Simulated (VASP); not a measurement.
Zn4SO3:

```
Zn S O
1.0
     4.70425    0.00000    0.00000
     0.00000    4.70425    0.00000
     0.00000    0.00000    4.70425
Zn S O
4 1 3
Direct
  0.75000 0.75000 0.75000
  0.75000 0.25000 0.25000
  0.25000 0.75000 0.25000
  0.25000 0.25000 0.75000
  0.50000 0.50000 0.50000
  0.00000 0.00000 0.50000
  0.00000 0.50000 0.00000
  0.50000 0.00000 0.00000
```

* Program: VASP 6.6.1
* Task: relaxation of cell and atoms
* Functional: PBE
* Potentials or basis: VASP PAW PBE potentials, release 64 (Zn, S, O)
* Cutoff: 600 eV
* k mesh: 4 × 4 × 4
* Occupations: gaussian, width 0.1 eV
* Spin: no spin polarisation

At the start: pressure 13.9 GPa; volume 13.01 Å³/atom.

**Question.** Where does the relaxation end?

**Answer.** Over 7 steps the energy falls by 170.0 meV/atom and the volume is 14.06 Å³/atom (+8.1 %); space group P-43m (No. 215, to 0.1 Å) before and after.

The path:
```
step  energy change (eV)  largest force (eV/Å)  pressure (GPa)  volume (Å³)
   1              0.0000                3.5335           13.85       104.10
   2             -1.1258                0.1564           -7.31       122.00
   3             -1.2704                0.5319           -3.29       116.73
   4             -1.3569                0.1416           -0.17       112.86
   5             -1.3589                0.0751            0.26       112.23
   6             -1.3588                0.0628            0.47       112.11
   7             -1.3599                0.0157            0.01       112.51
```

Final structure:
```
Zn S O
1.0
     4.82753    0.00000    0.00000
     0.00000    4.82753    0.00000
     0.00000    0.00000    4.82753
Zn S O
4 1 3
Direct
  0.77045 0.77045 0.77045
  0.77045 0.22955 0.22955
  0.22955 0.77045 0.22955
  0.22955 0.22955 0.77045
  0.50000 0.50000 0.50000
  0.00000 0.00000 0.50000
  0.00000 0.50000 0.00000
  0.50000 0.00000 0.00000
```
